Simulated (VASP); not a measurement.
**KF: elastic constants with PBE**

The system is KF.

```
CELL_PARAMETERS angstrom
0.00000 2.97573 2.97573
2.97573 0.00000 2.97573
2.97573 2.97573 0.00000
ATOMIC_POSITIONS crystal
K 0.75000 0.75000 0.75000
F 0.00000 0.00000 0.00000
```

```
Program                   : VASP 6.6.1
Task                      : elastic constants
Functional                : PBE
Potentials or basis       : VASP PAW PBE potentials, release 64 (K_sv, F)
Cutoff                    : 600 eV
k mesh                    : 8 × 8 × 8
Occupations               : gaussian, width 0.01 eV
Spin                      : no spin polarisation
Dipole correction         : no
Ions in elastic constants : relaxed
Further INCAR settings    : ALGO = Normal; EDIFF = 1e-08; NBANDS = 15; IBRION = 6; POTIM = 0.015; NSW = 1; ISIF = 3
```

```yaml
Elastic_constants_C11_C12_C44: 22, 20, 7 GPa
Voigt_bulk_modulus: 20 GPa
Highest_phonon_frequency_at_Γ_LO-TO_splitting_left_out: 203 cm⁻¹
```

Phonon frequencies in cm⁻¹ (negative: imaginary):
```tsv
q point	frequencies
(0.000, 0.000, 0.000)	0 0 0 203 203 203
```

Elastic tensor in Voigt notation (GPa, in the Cartesian axes of the cell as first typed):
```
22 20 20  0  0  0
20 22 20  0  0  0
20 20 22  0  0  0
 0  0  0  7  0  0
 0  0  0  0  7  0
 0  0  0  0  0  7
```

Clamped-ion elastic tensor (GPa):
```
22 20 20  0  0  0
20 22 20  0  0  0
20 20 22  0  0  0
 0  0  0 16  0  0
 0  0  0  0 16  0
 0  0  0  0  0 16
```

It took 9.1 min on 1 thread of Intel(R) Xeon(R) 6975P-C (Granite Rapids), on a shared host, peak memory 0.38 GiB.
